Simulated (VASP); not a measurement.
# Al2O3 (P-3m1) in VASP: settings compared

Al2O3 is run at these levels: HSE06, PBE0; tasks: single point.

All numbers are computed with VASP 6.6.1; they aren't measurements. Logs are shortened: lines on timing, memory, paths and dates and some standing lists are left out, and cuts for length are marked.

### 1 The cell of the first run

Symmetry: P-3m1, No. 164, trigonal system. Conventional cell: a = 2.864 Å, b = 2.864 Å, c = 6.833 Å, α = 90.00°, β = 90.00°, γ = 120.00°. Al (site symmetry 3m) has 6 O at 1.78 to 2.14 Å within 2.4 Å. Within 2.8 Å of O (site symmetry -3m) lie 6 Al at 2.14 Å and 6 O at 2.62 Å. Within 2.4 Å of O (site symmetry 3m) lie 3 Al at 1.78 Å.

### 2 Single point, HSE06

POSCAR reads:

```
Al2O3
1.0
    2.8641420174      0.0000000000      0.0000000000
   -1.4320710087      2.4804197471      0.0000000000
    0.0000000000      0.0000000000      6.8332801002
Al O
2 3
Direct
    0.3333333333      0.6666666667      0.1993408385
    0.6666666667      0.3333333333      0.8006591615
    0.0000000000      0.0000000000      0.0000000000
    0.3333333333      0.6666666667      0.7032066470
    0.6666666667      0.3333333333      0.2967933530
```

INCAR.step1 reads:

```
ALGO = Normal
EDIFF = 1E-5
ENCUT = 520
GGA = PE
ISIF = 2
ISMEAR = 0
LASPH = T
LCHARG = F
LREAL = F
LWAVE = T
NBANDS = 20
NELM = 60
PREC = Accurate
SIGMA = 0.01
```

INCAR.step2 reads:

```
ALGO = Normal
EDIFF = 1E-7
ENCUT = 520
GGA = PE
HFSCREEN = 0.2079
ISIF = 2
ISMEAR = 0
ISTART = 1
LASPH = T
LCHARG = F
LHFCALC = T
LREAL = F
LWAVE = F
NBANDS = 20
NELM = 60
PREC = Accurate
PRECFOCK = Fast
SIGMA = 0.01
```

KPOINTS reads:

```
k-points
0
Gamma
  6 6 2
```

Potentials or basis: VASP PAW PBE potentials, release 64 (Al, O).

Run with:

```
$ cat potpaw_PBE.64/Al/POTCAR potpaw_PBE.64/O/POTCAR > POTCAR
$ cp INCAR.step1 INCAR
$ mpirun -np 1 vasp_std > vasp.out
$ cp INCAR.step2 INCAR
$ mpirun -np 1 vasp_std > vasp.out
```

OUTCAR:

```text
EDIFF = 1E-7
   ENCUT = 520
   GGA = PE
   HFSCREEN = 0.2079
   ISIF = 2
   ISMEAR = 0
   ISTART = 1
   LASPH = T
   LHFCALC = T
   LREAL = F
   NELM = 60
   PREC = Accurate
   PRECFOCK = Fast

 ion  position               nearest neighbor table
   1  0.333  0.667  0.199-   5 1.78   5 1.78   5 1.78   3 2.14   3 2.14   3 2.14   2 3.19   2 3.19
                             2 3.19
   2  0.667  0.333  0.801-   4 1.78   4 1.78   4 1.78   3 2.14   3 2.14   3 2.14   1 3.19   1 3.19
                             1 3.19
   3  0.000  0.000  0.000-   1 2.14   2 2.14   1 2.14   2 2.14   2 2.14   1 2.14
   4  0.333  0.667  0.703-   2 1.78   2 1.78   2 1.78
   5  0.667  0.333  0.297-   1 1.78   1 1.78   1 1.78

  LATTYP: Found a hexagonal cell.
 ALAT       =     2.8641420174
 C/A-ratio  =     2.3858035177

  Lattice vectors:

 A1 = (   2.8641420174,   0.0000000000,   0.0000000000)
 A2 = (  -1.4320710087,   2.4804197471,   0.0000000000)
 A3 = (   0.0000000000,   0.0000000000,   6.8332801002)

Analysis of symmetry for initial positions (statically):
=====================================================================
 Subroutine PRICEL returns:
 Original cell was already a primitive cell.

 Routine SETGRP: Setting up the symmetry group for a
 hexagonal supercell.

 Subroutine GETGRP returns: Found 12 space group operations
 (whereof 12 operations were pure point group operations)
 out of a pool of 24 trial point group operations.

The static configuration has the point symmetry D_3d.

Analysis of symmetry for dynamics (positions and initial velocities):
=====================================================================
 Subroutine PRICEL returns:
 Original cell was already a primitive cell.

 Routine SETGRP: Setting up the symmetry group for a
 hexagonal supercell.

 Subroutine GETGRP returns: Found 12 space group operations
 (whereof 12 operations were pure point group operations)
 out of a pool of 24 trial point group operations.

The dynamic configuration has the point symmetry D_3d.

 Subroutine INISYM returns: Found 12 space group operations
 (whereof 12 operations are pure point group operations),
 and found     1 'primitive' translations

----------------------------------------------------------------------------------------

                                     Primitive cell

  volume of cell :      48.5455

  direct lattice vectors                    reciprocal lattice vectors
     2.864142017  0.000000000  0.000000000     0.349144698  0.201578785  0.000000000
    -1.432071009  2.480419747  0.000000000     0.000000000  0.403157571  0.000000000
     0.000000000  0.000000000  6.833280100     0.000000000  0.000000000  0.146342603

  length of vectors
     2.864142017  2.864142017  6.833280100     0.403157571  0.403157571  0.146342603

  position of ions in fractional coordinates (direct lattice)
     0.333333333  0.666666667  0.199340838
     0.666666667  0.333333333  0.800659162
     0.000000000  0.000000000  0.000000000
     0.333333333  0.666666667  0.703206647
     0.666666667  0.333333333  0.296793353

  ion indices of the primitive-cell ions
   primitive index   ion index
                 1           1
                 2           2
                 3           3
                 4           4
                 5           5

----------------------------------------------------------------------------------------

 KPOINTS: k-points

Automatic generation of k-mesh.
 Grid dimensions read from file:
 generate k-points for:    6    6    2

 Generating k-lattice:

  Cartesian coordinates                     Fractional coordinates (reciprocal lattice)
     0.058190783  0.033596464  0.000000000     0.166666667  0.000000000  0.000000000
     0.000000000  0.067192928  0.000000000     0.000000000  0.166666667  0.000000000
     0.000000000  0.000000000  0.073171302     0.000000000  0.000000000  0.500000000

  Length of vectors
     0.067192928  0.067192928  0.073171302

  Shift w.r.t. Gamma in fractional coordinates (k-lattice)
     0.000000000  0.000000000  0.000000000

 Subroutine IBZKPT returns following result:
 ===========================================

 Found     14 irreducible k-points:

 Following reciprocal coordinates:
            Coordinates               Weight
  0.000000  0.000000  0.000000      1.000000
  0.166667  0.000000  0.000000      6.000000
  0.333333  0.000000  0.000000      6.000000
  0.500000  0.000000  0.000000      3.000000
  0.166667  0.166667  0.000000      6.000000
  0.333333  0.166667  0.000000     12.000000
  0.333333  0.333333  0.000000      2.000000
  0.000000  0.000000  0.500000      1.000000
  0.166667  0.000000  0.500000      6.000000
  0.333333  0.000000  0.500000      6.000000
  0.500000  0.000000  0.500000      3.000000
  0.166667  0.166667  0.500000      6.000000
  0.333333  0.166667  0.500000     12.000000
  0.333333  0.333333  0.500000      2.000000
   k-points           NKPTS =     14   k-points in BZ     NKDIM =     72   number of bands    NBANDS=     20
   number of dos      NEDOS =    301   number of ions     NIONS =      5
   total plane-waves  NPLWV =  31104
   dimension x,y,z NGX =    24 NGY =   24 NGZ =   54
   dimension x,y,z NGXF=    48 NGYF=   48 NGZF=  108
   ions per type =               2   3
   NGX,Y,Z   is equivalent  to a cutoff of  13.93, 13.93, 13.14 a.u.
   NGXF,Y,Z  is equivalent  to a cutoff of  27.86, 27.86, 26.28 a.u.
 SYSTEM =  unknown system
   PREC   = accura    normal or accurate (medium, high low for compatibility)
   ISTART =      1    job   : 0-new  1-cont  2-samecut
   ICHARG =      0    charge: 1-file 2-atom 10-const
   ISPIN  =      1    spin polarized calculation?
   LNONCOLLINEAR =      F non collinear calculations
   LSORBIT =      F    spin-orbit coupling
   LASPH  =      T    aspherical Exc in radial PAW
   ENCUT  =  520.0 eV  38.22 Ry    6.18 a.u.   5.33  5.33 12.71*2*pi/ulx,y,z
   NELM   =     60;   NELMIN=  2; NELMDL=  0     # of ELM steps
   EDIFF  = 0.1E-06   stopping-criterion for ELM
   LREAL  =      F    real-space projection
   EDIFFG = 0.1E-05   stopping-criterion for IOM
   NSW    =      0    number of steps for IOM
   IBRION =     -1    ionic relax: 0-MD 1-quasi-New 2-CG
   NFREE  =      0    steps in history (QN), initial steepest desc. (CG)
   ISIF   =      2    stress and relaxation
   ISYM   =      3    0-nonsym 1-usesym 2-fastsym
   POTIM  = 0.5000    time-step for ionic-motion
   TEBEG  =    0.0;   TEEND  =   0.0 temperature during run
   PSTRESS=    0.0 pullay stress
   NELECT =      24.0000    total number of electrons
   NUPDOWN=      -1.0000    fix difference up-down
   EMIN   =  10.00;   EMAX   =-10.00  energy-range for DOS
   EFERMI =   0.00;   METHOD = LEGACY
   ISMEAR =     0;   SIGMA  =   0.01  broadening in eV -4-tet -1-fermi 0-gaus
   EFERMI_NEDOS =   21; number of points for ismear=-14 and -15
   IALGO  =     38    algorithm
   IMIX   =      1    mixing-type and parameters
     AMIX     =   0.40;   BMIX     =  1.00
     AMIX_MAG =   1.60;   BMIX_MAG =  1.00
  volume/ion in A,a.u.               =       9.71        65.52
  Fermi-wavevector in a.u.,A,eV,Ry     =   1.294481  2.446214 22.799016  1.675680
  Thomas-Fermi vector in A             =   2.426061
   LORBIT       =      0    0 simple, 1 ext, 2 COOP (PROOUT), +10 PAW based schemes
   GGA     = PE    functional components
   LHFCALC =     T    Hartree Fock is set to
   PRECFOCK=fast      Normal, Fast or Accurate (Low or Medium for compatibility)
   ENCUT4O =  -1.0   cutoff for four orbital integrals eV
   NKREDX  =     1    reduce k-point grid by
   NKREDY  =     1    reduce k-point grid by
   NKREDZ  =     1    reduce k-point grid by
   AEXX    =    0.2500 exact exchange contribution
   HFSCREEN=    0.2079 screening length (either q_TF or 0.3 A-1)
   HFSCREENC=   0.2079 screening length for correlation (either q_TF or 0.3 A-1)
   ENCUTFOCK=  -1.0 apply spherical cutoff to Coloumb kernel
   IVDW    =     0    specifies the selected vdW correction
   LEPSILON=     F    determine dielectric tensor
   LRPA    =     F    only Hartree local field effects (RPA)
 non-spin polarized calculation
 Gauss-broadening in eV      SIGMA  =   0.01
  energy-cutoff  :      520.00
  volume of cell :       48.55
 maximum number of plane-waves:      1321
 NGX is ok and might be reduce to    24
  NGX = 12; NGY = 12; NGZ = 28

 number of electron      24.0000003 magnetization

 Free energy of the ion-electron system (eV)
  ---------------------------------------------------
  ext. energy  EPLUGINS =         0.00000000
  ---------------------------------------------------
  free energy    TOTEN  =       -44.07382577 eV

  energy without entropy =      -44.07382577  energy(sigma->0) =      -44.07382577

 E-fermi :   3.4854     XC(G=0):  -8.8649

 val. band max:        3.4091201036   @ k =   0.1667   0.0000   0.0000
 cond. band min:      10.0008317724   @ k =   0.0000   0.0000   0.0000
 fundamental gap:      6.5917116688
 Fermi energy:         3.4854044130

 k-point     1 :       0.0000    0.0000    0.0000
  band No.  band energies     occupation
      1     -17.5453      2.00000
      2     -16.1490      2.00000
      3     -15.0234      2.00000
      4      -2.1957      2.00000
      5       0.2575      2.00000
      6       1.4659      2.00000
[... 12 lines left out ...]
     19      19.6038      0.00000
     20      21.5755      0.00000

 k-point     2 :       0.1667    0.0000    0.0000
  band No.  band energies     occupation
      1     -17.1812      2.00000
      2     -15.8908      2.00000
      3     -14.8991      2.00000
      4      -2.1109      2.00000
      5      -0.4857      2.00000
      6       0.7166      2.00000
[... 12 lines left out ...]
     19      19.9025      0.00000
     20      20.3286      0.00000
[... 235 lines left out ...]
      3     -14.7254      2.00000
      4      -3.2136      2.00000
      5      -2.3213      2.00000
      6      -1.7118      2.00000
[... 12 lines left out ...]
     19      18.8573      0.00000
     20      19.5615      0.00000

 k-point    14 :       0.3333    0.3333    0.5000
  band No.  band energies     occupation
      1     -15.1423      2.00000
      2     -14.9036      2.00000
      3     -14.9036      2.00000
      4      -2.5037      2.00000
      5      -2.4484      2.00000
      6      -2.4484      2.00000
[... 12 lines left out ...]
     19      18.6976      0.00000
     20      18.6976      0.00000

------------------------ aborting loop because EDIFF is reached ----------------------------------------

  FORCE on cell =-STRESS in cart. coord.  units (eV):
  Direction    XX          YY          ZZ          XY          YZ          ZX
  --------------------------------------------------------------------------------------
  -------------------------------------------------------------------------------------
  Total       -0.1184821     -0.1184821     -0.0379386      0.0000000      0.0000000      0.0000000
  in kB       -3.9103389     -3.9103389     -1.2521114      0.0000000      0.0000000      0.0000000
  external PRESSURE =      -3.0242631 kB  Pullay stress =       0.0000000 kB

 VOLUME and BASIS-vectors are now :
 -----------------------------------------------------------------------------
  energy-cutoff  :      520.00
  volume of cell :       48.55
      direct lattice vectors                 reciprocal lattice vectors
     2.864142017  0.000000000  0.000000000     0.349144698  0.201578785  0.000000000
    -1.432071009  2.480419747  0.000000000     0.000000000  0.403157571  0.000000000
     0.000000000  0.000000000  6.833280100     0.000000000  0.000000000  0.146342603

 POSITION                                       TOTAL-FORCE (eV/Angst)
 -----------------------------------------------------------------------------------
     -0.00000      1.65361      1.36215        -0.000000      0.000000     -0.018575
      1.43207      0.82681      5.47113         0.000000     -0.000000      0.018575
      0.00000      0.00000      0.00000         0.000000      0.000000      0.000000
     -0.00000      1.65361      4.80521         0.000000      0.000000      0.097489
      1.43207      0.82681      2.02807        -0.000000      0.000000     -0.097489
 -----------------------------------------------------------------------------------
    total drift:                                0.000000     -0.000000      0.000001

  FREE ENERGIE OF THE ION-ELECTRON SYSTEM (eV)
  ---------------------------------------------------
  free  energy   TOTEN  =       -44.0738257690 eV

  energy  without entropy=      -44.0738257690  energy(sigma->0) =      -44.07382577
```

Wall time 4.4 min (1 thread of Intel Xeon 6975P-C (Granite Rapids), shared host); peak memory 0.26 GiB.

Results:

```yaml
Free_energy: -44.0738 eV
Pressure: -0.3 GPa
Largest_force: 0.097 eV/Å
Band_gap_on_the_k_mesh: 6.59 eV, indirect (least direct gap 6.60 eV)
```

Forces in eV/Å, atoms in the order of the input:
```
Al   0.000  0.000 -0.019
Al   0.000  0.000  0.019
O    0.000  0.000  0.000
O    0.000  0.000  0.097
O    0.000  0.000 -0.097
```

Caveat: the k points lie up to 0.46 Å⁻¹ apart; the PAW data sets were made with another functional, which shifts forces and pressure a little.

### 3 Single point, PBE0

POSCAR is that of step 2.

INCAR.step1 reads:

```
  PREC = Accurate
  ENCUT = 520
  EDIFF = 1E-5
  ISMEAR = 0
  SIGMA = 0.01
  LREAL = False
  LASPH = True
  NELM = 100
  ALGO = Normal
  ISIF = 2
  LWAVE = True
  NBANDS = 20
  GGA = PE
```

INCAR.step2 reads:

```
  PREC = Accurate
  ENCUT = 520
  EDIFF = 1E-6
  ISMEAR = 0
  SIGMA = 0.01
  LREAL = False
  LASPH = True
  NELM = 100
  ALGO = Normal
  ISIF = 2
  LWAVE = False
  LCHARG = True
  GGA = PE
  LHFCALC = True
  AEXX = 0.25
  PRECFOCK = Fast
  LELF = True
  LVHAR = True
  NBANDS = 20
  ISTART = 1
```

KPOINTS reads:

```
regular mesh
0
Gamma
  6 6 2
```

Potentials or basis: VASP PAW PBE potentials, release 64 (Al, O).

Run with:

```
$ cat potpaw_PBE.64/Al/POTCAR potpaw_PBE.64/O/POTCAR > POTCAR
$ cp INCAR.step1 INCAR
$ mpirun -np 1 vasp_std > vasp.out
$ cp INCAR.step2 INCAR
$ mpirun -np 1 vasp_std > vasp.out
```

OUTCAR:

```text
PREC = Accurate
   ENCUT = 520
   EDIFF = 1E-6
   ISMEAR = 0
   LREAL = False
   LASPH = True
   NELM = 100
   ISIF = 2
   GGA = PE
   LHFCALC = True
   AEXX = 0.25
   PRECFOCK = Fast
   ISTART = 1

 ion  position               nearest neighbor table
   1  0.333  0.667  0.199-   5 1.78   5 1.78   5 1.78   3 2.14   3 2.14   3 2.14   2 3.19   2 3.19
                             2 3.19
   2  0.667  0.333  0.801-   4 1.78   4 1.78   4 1.78   3 2.14   3 2.14   3 2.14   1 3.19   1 3.19
[... 526 lines left out ...]
  --------------------------------------------------------------------------------------
  -------------------------------------------------------------------------------------
  Total       -0.0999281     -0.0999281     -0.0519455      0.0000000      0.0000000      0.0000000
  in kB       -3.2979884     -3.2979884     -1.7143902      0.0000000      0.0000000      0.0000000
  external PRESSURE =      -2.7701223 kB  Pullay stress =       0.0000000 kB

 VOLUME and BASIS-vectors are now :
 -----------------------------------------------------------------------------
  energy-cutoff  :      520.00
  volume of cell :       48.55
      direct lattice vectors                 reciprocal lattice vectors
     2.864142017  0.000000000  0.000000000     0.349144698  0.201578785  0.000000000
    -1.432071009  2.480419747  0.000000000     0.000000000  0.403157571  0.000000000
     0.000000000  0.000000000  6.833280100     0.000000000  0.000000000  0.146342603

 POSITION                                       TOTAL-FORCE (eV/Angst)
 -----------------------------------------------------------------------------------
     -0.00000      1.65361      1.36215        -0.000000     -0.000000     -0.007096
      1.43207      0.82681      5.47113         0.000000      0.000000      0.007096
      0.00000      0.00000      0.00000        -0.000000      0.000000      0.000000
     -0.00000      1.65361      4.80521        -0.000000     -0.000000      0.095354
      1.43207      0.82681      2.02807         0.000000      0.000000     -0.095354
 -----------------------------------------------------------------------------------
    total drift:                                0.000000     -0.000000      0.000002

  FREE ENERGIE OF THE ION-ELECTRON SYSTEM (eV)
  ---------------------------------------------------
  free  energy   TOTEN  =       -46.3617158381 eV

  energy  without entropy=      -46.3617158381  energy(sigma->0) =      -46.36171584
```

OUTCAR.step1:

```text
PREC = Accurate
   ENCUT = 520
   EDIFF = 1E-5
   ISMEAR = 0
   LREAL = False
[... 545 lines left out ...]
      1.43207      0.82681      5.47113         0.000000      0.000000      0.147895
      0.00000      0.00000      0.00000         0.000000      0.000000      0.000000
     -0.00000      1.65361      4.80521         0.000000      0.000000     -0.348976
      1.43207      0.82681      2.02807        -0.000000      0.000000      0.348976
 -----------------------------------------------------------------------------------
    total drift:                                0.000000     -0.000000     -0.000000

  FREE ENERGIE OF THE ION-ELECTRON SYSTEM (eV)
  ---------------------------------------------------
  free  energy   TOTEN  =       -36.4254244675 eV

  energy  without entropy=      -36.4254244675  energy(sigma->0) =      -36.42542447
```

Wall time 3.2 min (1 thread of Intel Xeon 6975P-C (Granite Rapids), shared host); peak memory 0.17 GiB.

Results:

```
Free energy            : -46.3617 eV
Pressure               : -0.3 GPa
Largest force          : 0.095 eV/Å
Band gap on the k mesh : 7.36 eV, indirect (least direct gap 7.37 eV)
```

Forces on the atoms (eV/Å):
```
Al   0.000  0.000 -0.007
Al   0.000  0.000  0.007
O    0.000  0.000  0.000
O    0.000  0.000  0.095
O    0.000  0.000 -0.095
```

Caveat: the k points lie up to 0.46 Å⁻¹ apart; the PAW data sets were made with another functional, which shifts forces and pressure a little.
